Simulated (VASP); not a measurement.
# ZnSe (F-43m) in VASP: notebook

ZnSe is run at these levels: PBE, LDA, PBEsol; tasks: electric field gradients.

Program: VASP 6.6.1. These are calculated values, not measurements. Logs are shortened: lines on timing, memory, paths and dates and some standing lists are left out, and cuts for length are marked.

**The experiment to reproduce.**

“Alloy Disordering Effects on the Thermal Conductivity and Energy Gap Temperature Dependence of Cd1−xZnxSe Ternary Crystals Grown by the Bridgman Method”, 2023, pmc:10253836 reports, for a bulk crystal of ZnSe at 300 K: band gap 2.695 ± 0.003 eV (an exciton energy, a little under the gap).

The results are compared with them further down.

## Step 1: The cell of the first run

Symmetry: F-43m, No. 216, cubic system. Conventional cell: a = 5.686 Å, b = 5.686 Å, c = 5.686 Å, α = 90.00°, β = 90.00°, γ = 90.00°. Within 3.3 Å of Zn (site symmetry -43m) lie 4 Se at 2.46 Å. Se (site symmetry -43m) has 4 Zn at 2.46 Å within 3.3 Å.

## Step 2: Electric field gradients, PBE (22.98 Å³/atom)

Contents of INCAR:

```
PREC = Accurate
ENCUT = 520
EDIFF = 1E-8
ISMEAR = -1
SIGMA = 0.03
LREAL = False
LASPH = True
NELM = 60
ALGO = Normal
ISIF = 2
LWAVE = False
LCHARG = False
GGA = PE
LEFG = True
NBANDS = 16
```

Contents of KPOINTS:

```
Automatic mesh
0
Gamma
  8 8 8
```

Contents of POSCAR:

```
ZnSe
1.0
    0.0000000000      2.8432146871      2.8432146871
    2.8432146871      0.0000000000      2.8432146871
    2.8432146871      2.8432146871      0.0000000000
Zn Se
1 1
Direct
    0.0000000000      0.0000000000      0.0000000000
    0.7500000000      0.7500000000      0.7500000000
```

Potentials or basis: VASP PAW PBE potentials, release 64 (Zn, Se).

The run is started by

```console
$ cat potpaw_PBE.64/Zn/POTCAR potpaw_PBE.64/Se/POTCAR > POTCAR
$ mpirun -np 1 vasp_std > vasp.out
```

OUTCAR:

```text
PREC = Accurate
   ENCUT = 520
   EDIFF = 1E-8
   ISMEAR = -1
   LREAL = False
   LASPH = True
   NELM = 60
   ISIF = 2
   GGA = PE

 ion  position               nearest neighbor table
   1  0.000  0.000  0.000-   2 2.46   2 2.46   2 2.46   2 2.46
   2  0.750  0.750  0.750-   1 2.46   1 2.46   1 2.46   1 2.46

  LATTYP: Found a face centered cubic cell.
 ALAT       =     5.6864293742

  Lattice vectors:

 A1 = (   0.0000000000,   2.8432146871,   2.8432146871)
 A2 = (   2.8432146871,   0.0000000000,   2.8432146871)
 A3 = (   2.8432146871,   2.8432146871,   0.0000000000)

Analysis of symmetry for initial positions (statically):
=====================================================================
 Subroutine PRICEL returns:
 Original cell was already a primitive cell.

 Routine SETGRP: Setting up the symmetry group for a
 face centered cubic supercell.

 Subroutine GETGRP returns: Found 24 space group operations
 (whereof 24 operations were pure point group operations)
 out of a pool of 48 trial point group operations.

The static configuration has the point symmetry T_d .

Analysis of symmetry for dynamics (positions and initial velocities):
=====================================================================
 Subroutine PRICEL returns:
 Original cell was already a primitive cell.

 Routine SETGRP: Setting up the symmetry group for a
 face centered cubic supercell.

 Subroutine GETGRP returns: Found 24 space group operations
 (whereof 24 operations were pure point group operations)
 out of a pool of 48 trial point group operations.

The dynamic configuration has the point symmetry T_d .

 Subroutine INISYM returns: Found 24 space group operations
 (whereof 24 operations are pure point group operations),
 and found     1 'primitive' translations

----------------------------------------------------------------------------------------

                                     Primitive cell

  volume of cell :      45.9684

  direct lattice vectors                    reciprocal lattice vectors
     0.000000000  2.843214687  2.843214687    -0.175857280  0.175857280  0.175857280
[... 122 lines left out ...]
   NGX = 15   NGY = 15   NGZ = 15

 number of electron      18.0000017 magnetization

 Free energy of the ion-electron system (eV)
  ---------------------------------------------------
  ext. energy  EPLUGINS =         0.00000000
  ---------------------------------------------------
  free energy    TOTEN  =        -6.02584833 eV

  energy without entropy =       -6.02584833  energy(sigma->0) =       -6.02584833

 E-fermi :   2.1357     XC(G=0):  -9.2762

 val. band max:        1.5283459762   @ k =   0.0000   0.0000   0.0000
 cond. band min:       2.7786192008   @ k =   0.0000   0.0000   0.0000
 fundamental gap:      1.2502732247
 Fermi energy:         2.1356666609

 k-point     1 :       0.0000    0.0000    0.0000
  band No.  band energies     occupation
      1     -11.6674      2.00000
      2      -4.9818      2.00000
      3      -4.9818      2.00000
      4      -4.9818      2.00000
      5      -4.6210      2.00000
      6      -4.6210      2.00000
[... 433 lines left out ...]
      3      -4.8441      2.00000
      4      -4.6514      2.00000
      5      -4.6140      2.00000
      6      -4.4165      2.00000
[... 8 lines left out ...]
     15      14.2419      0.00000
     16      15.0501      0.00000

 [... further k-points ...]

------------------------ aborting loop because EDIFF is reached ----------------------------------------

  FORCE on cell =-STRESS in cart. coord.  units (eV):
  Direction    XX          YY          ZZ          XY          YZ          ZX
  --------------------------------------------------------------------------------------
  -------------------------------------------------------------------------------------
  Total        0.4861528      0.4861528      0.4861528      0.0000000     -0.0000000      0.0000000
  in kB       16.9443303     16.9443303     16.9443303      0.0000000     -0.0000000      0.0000000
  external PRESSURE =      16.9443303 kB  Pullay stress =       0.0000000 kB

 VOLUME and BASIS-vectors are now :
 -----------------------------------------------------------------------------
  energy-cutoff  :      520.00
  volume of cell :       45.97
      direct lattice vectors                 reciprocal lattice vectors
     0.000000000  2.843214687  2.843214687    -0.175857280  0.175857280  0.175857280
     2.843214687  0.000000000  2.843214687     0.175857280 -0.175857280  0.175857280
     2.843214687  2.843214687  0.000000000     0.175857280  0.175857280 -0.175857280

 POSITION                                       TOTAL-FORCE (eV/Angst)
 -----------------------------------------------------------------------------------
      0.00000      0.00000      0.00000        -0.000000     -0.000000     -0.000000
      4.26482      4.26482      4.26482         0.000000      0.000000      0.000000
 -----------------------------------------------------------------------------------
    total drift:                                0.000001      0.000001      0.000001

  FREE ENERGIE OF THE ION-ELECTRON SYSTEM (eV)
  ---------------------------------------------------
  free  energy   TOTEN  =        -6.0258483306 eV

  energy  without entropy=       -6.0258483306  energy(sigma->0) =       -6.02584833

 Electric field gradients (V/A^2)
---------------------------------------------------------------------
 ion       V_xx      V_yy      V_zz      V_xy      V_xz      V_yz
---------------------------------------------------------------------
   1      -0.000    -0.000    -0.000     0.001     0.001     0.001
   2      -0.000     0.000    -0.000     0.000     0.000     0.000
---------------------------------------------------------------------

 Electric field gradients after diagonalization (V/A^2)
 (convention: |V_zz| > |V_xx| > |V_yy|)
----------------------------------------------------------------------
 ion       V_xx      V_yy      V_zz     asymmetry (V_yy - V_xx)/ V_zz
----------------------------------------------------------------------
   1      -0.001    -0.001     0.002       0.000
   2      -0.000    -0.000     0.000       0.000
----------------------------------------------------------------------

           NMR quadrupolar parameters

 Cq : quadrupolar parameter    Cq=e*Q*V_zz/h
 eta: asymmetry parameters     (V_yy - V_xx)/ V_zz
 Q  : nuclear electric quadrupole moment in mb (millibarn)
----------------------------------------------------------------------
 ion       Cq(MHz)       eta       Q (mb)
----------------------------------------------------------------------
   1       0.000       0.000       1.000
   2       0.000       0.000       1.000
----------------------------------------------------------------------
```

OSZICAR:

```text
N       E                     dE             d eps       ncg     rms          rms(c)
DAV:   1     0.867258374720E+02    0.86726E+02   -0.87569E+03   928   0.126E+03
DAV:   2    -0.100810140234E+01   -0.87734E+02   -0.83023E+02  1016   0.249E+02
DAV:   3    -0.627284709534E+01   -0.52647E+01   -0.52450E+01  1128   0.601E+01
DAV:   4    -0.631415133939E+01   -0.41304E-01   -0.41300E-01  1112   0.568E+00
DAV:   5    -0.631434641515E+01   -0.19508E-03   -0.19507E-03  1184   0.355E-01    0.466E+00
DAV:   6    -0.604448318184E+01    0.26986E+00   -0.53236E-01  1376   0.236E+01    0.357E+00
DAV:   7    -0.602569324320E+01    0.18790E-01   -0.15235E-01  1032   0.346E+00    0.152E+00
DAV:   8    -0.602550541893E+01    0.18782E-03   -0.43236E-03  1256   0.650E-01    0.446E-01
DAV:   9    -0.602574578122E+01   -0.24036E-03   -0.10776E-03  1064   0.248E-01    0.668E-02
DAV:  10    -0.602585015995E+01   -0.10438E-03   -0.17578E-04  1160   0.992E-02    0.200E-02
DAV:  11    -0.602584700626E+01    0.31537E-05   -0.32793E-05  1120   0.480E-02    0.477E-03
DAV:  12    -0.602584817734E+01   -0.11711E-05   -0.44205E-06  1176   0.126E-02    0.289E-03
DAV:  13    -0.602584830473E+01   -0.12739E-06   -0.52983E-07  1112   0.544E-03    0.819E-04
DAV:  14    -0.602584832980E+01   -0.25075E-07   -0.43466E-08  1224   0.250E-03    0.519E-04
DAV:  15    -0.602584833062E+01   -0.81877E-09   -0.73298E-09   904   0.125E-03
   1 F= -.60258483E+01 E0= -.60258483E+01  d E =-.139847E-10
```

stdout:

```text
POSCAR found type information on POSCAR ZnSe
 POSCAR found :  2 types and       2 ions
 scaLAPACK will be used
 LDA part: xc-table for (Slater+PW92), standard interpolation
 POSCAR, INCAR and KPOINTS ok, starting setup
 FFT: planning ... GRIDC
 FFT: planning ... GRID_SOFT
 FFT: planning ... GRID
 WAVECAR not read
 entering main loop
ion   1

ion   2
```

Wall time 31 s (1 thread of Intel Xeon Platinum 8488C (Sapphire Rapids), shared host); peak memory 0.18 GiB.

What came out:

| Quantity | Value |
| --- | --- |
| Free energy | -6.0258 eV |
| Pressure | 1.7 GPa |
| Band gap on the k mesh | 1.25 eV |
| Largest electric field gradient by atom | zero within the noise of the run |

## Step 3: Electric field gradients, PBE (24.12 Å³/atom)

This run uses another cell than the first one, of 24.12 Å³/atom.

Contents of INCAR:

```
SYSTEM = ZnSe
PREC = Accurate
ENCUT = 520
EDIFF = 1E-8
ISMEAR = -1
SIGMA = 0.03
LREAL = .FALSE.
LASPH = .TRUE.
NELM = 100
ALGO = Normal
ISIF = 2
LWAVE = .FALSE.
LCHARG = .FALSE.
GGA = PE
LEFG = .TRUE.
NBANDS = 16
```

Contents of KPOINTS:

```
regular mesh
0
G
  8 8 8
  0 0 0
```

Contents of POSCAR:

```
ZnSe
1.0
    0.0000000000      2.8893788162      2.8893788162
    2.8893788162      0.0000000000      2.8893788162
    2.8893788162      2.8893788162      0.0000000000
Zn Se
1 1
Direct
    0.0000000000      0.0000000000      0.0000000000
    0.7500000000      0.7500000000      0.7500000000
```

Potentials or basis: VASP PAW PBE potentials, release 64 (Zn, Se).

The run is started by

```console
$ cat potpaw_PBE.64/Zn/POTCAR potpaw_PBE.64/Se/POTCAR > POTCAR
$ mpirun -np 1 vasp_std > vasp.out
```

OUTCAR:

```text
SYSTEM = ZnSe
   PREC = Accurate
   ENCUT = 520
   EDIFF = 1E-8
   ISMEAR = -1
   LREAL = .FALSE.
   LASPH = .TRUE.
   NELM = 100
   ISIF = 2
   GGA = PE

 ion  position               nearest neighbor table
   1  0.000  0.000  0.000-   2 2.50   2 2.50   2 2.50   2 2.50
   2  0.750  0.750  0.750-   1 2.50   1 2.50   1 2.50   1 2.50

  LATTYP: Found a face centered cubic cell.
 ALAT       =     5.7787576324

  Lattice vectors:

 A1 = (   0.0000000000,   2.8893788162,   2.8893788162)
 A2 = (   2.8893788162,   0.0000000000,   2.8893788162)
 A3 = (   2.8893788162,   2.8893788162,   0.0000000000)

Analysis of symmetry for initial positions (statically):
=====================================================================
 Subroutine PRICEL returns:
 Original cell was already a primitive cell.

 Routine SETGRP: Setting up the symmetry group for a
 face centered cubic supercell.

 Subroutine GETGRP returns: Found 24 space group operations
 (whereof 24 operations were pure point group operations)
 out of a pool of 48 trial point group operations.

The static configuration has the point symmetry T_d .

Analysis of symmetry for dynamics (positions and initial velocities):
=====================================================================
 Subroutine PRICEL returns:
 Original cell was already a primitive cell.

 Routine SETGRP: Setting up the symmetry group for a
 face centered cubic supercell.

 Subroutine GETGRP returns: Found 24 space group operations
 (whereof 24 operations were pure point group operations)
 out of a pool of 48 trial point group operations.

The dynamic configuration has the point symmetry T_d .

[... 157 lines left out ...]
      4      -5.2202      2.00000
      5      -4.9011      2.00000
      6      -4.9011      2.00000
[... 433 lines left out ...]
      3      -5.0969      2.00000
      4      -4.9251      2.00000
      5      -4.8942      2.00000
      6      -4.7180      2.00000
[... 8 lines left out ...]
     15      13.6595      0.00000
     16      14.4369      0.00000

 [... further k-points ...]

------------------------ aborting loop because EDIFF is reached ----------------------------------------

  FORCE on cell =-STRESS in cart. coord.  units (eV):
  Direction    XX          YY          ZZ          XY          YZ          ZX
  --------------------------------------------------------------------------------------
  -------------------------------------------------------------------------------------
  Total       -0.3315853     -0.3315853     -0.3315853     -0.0000000     -0.0000000     -0.0000000
  in kB      -11.0119020    -11.0119020    -11.0119020     -0.0000000     -0.0000000     -0.0000000
  external PRESSURE =     -11.0119020 kB  Pullay stress =       0.0000000 kB

 VOLUME and BASIS-vectors are now :
 -----------------------------------------------------------------------------
  energy-cutoff  :      520.00
  volume of cell :       48.24
      direct lattice vectors                 reciprocal lattice vectors
     0.000000000  2.889378816  2.889378816    -0.173047576  0.173047576  0.173047576
     2.889378816  0.000000000  2.889378816     0.173047576 -0.173047576  0.173047576
     2.889378816  2.889378816  0.000000000     0.173047576  0.173047576 -0.173047576

 POSITION                                       TOTAL-FORCE (eV/Angst)
 -----------------------------------------------------------------------------------
      0.00000      0.00000      0.00000         0.000000     -0.000000      0.000000
      4.33407      4.33407      4.33407        -0.000000      0.000000     -0.000000
 -----------------------------------------------------------------------------------
    total drift:                                0.000001      0.000001      0.000001

  FREE ENERGIE OF THE ION-ELECTRON SYSTEM (eV)
  ---------------------------------------------------
  free  energy   TOTEN  =        -6.0291545668 eV

  energy  without entropy=       -6.0291545666  energy(sigma->0) =       -6.02915457

 Electric field gradients (V/A^2)
---------------------------------------------------------------------
 ion       V_xx      V_yy      V_zz      V_xy      V_xz      V_yz
---------------------------------------------------------------------
   1      -0.000    -0.000     0.000    -0.003    -0.003    -0.003
   2       0.000    -0.000    -0.000     0.000     0.000     0.000
---------------------------------------------------------------------

 Electric field gradients after diagonalization (V/A^2)
 (convention: |V_zz| > |V_xx| > |V_yy|)
----------------------------------------------------------------------
 ion       V_xx      V_yy      V_zz     asymmetry (V_yy - V_xx)/ V_zz
----------------------------------------------------------------------
   1       0.003     0.003    -0.006       0.000
   2      -0.000    -0.000     0.001       0.000
----------------------------------------------------------------------

           NMR quadrupolar parameters

 Cq : quadrupolar parameter    Cq=e*Q*V_zz/h
 eta: asymmetry parameters     (V_yy - V_xx)/ V_zz
 Q  : nuclear electric quadrupole moment in mb (millibarn)
----------------------------------------------------------------------
 ion       Cq(MHz)       eta       Q (mb)
----------------------------------------------------------------------
   1      -0.000       0.000       1.000
   2       0.000       0.000       1.000
----------------------------------------------------------------------
```

Run time: 27 s. Hardware: 1 thread of Intel Xeon Platinum 8488C (Sapphire Rapids), shared host; peak memory 0.18 GiB.

What came out:

| Quantity | Value |
| --- | --- |
| Free energy | -6.0292 eV |
| Pressure | -1.1 GPa |
| Band gap on the k mesh | 1.06 eV |
| Largest electric field gradient by atom | zero within the noise of the run |

Levels at points of the mesh, in eV from the valence-band top:
```tsv
k point	band 5	band 6	band 7	band 8	band 9	band 10	band 11	band 12	band 13	band 14
(0.00, 0.00, 0.00)	-6.03	-6.03	0.00	0.00	0.00	1.06	5.81	5.81	5.81	9.70
(0.50, 0.00, 0.00)	-6.02	-5.89	-4.87	-0.79	-0.79	2.44	6.39	6.39	8.40	10.71
(0.50, 0.50, 0.00)	-5.99	-5.87	-4.50	-1.98	-1.98	3.11	3.45	10.33	10.85	10.85
```

[end of part 1 of 3]
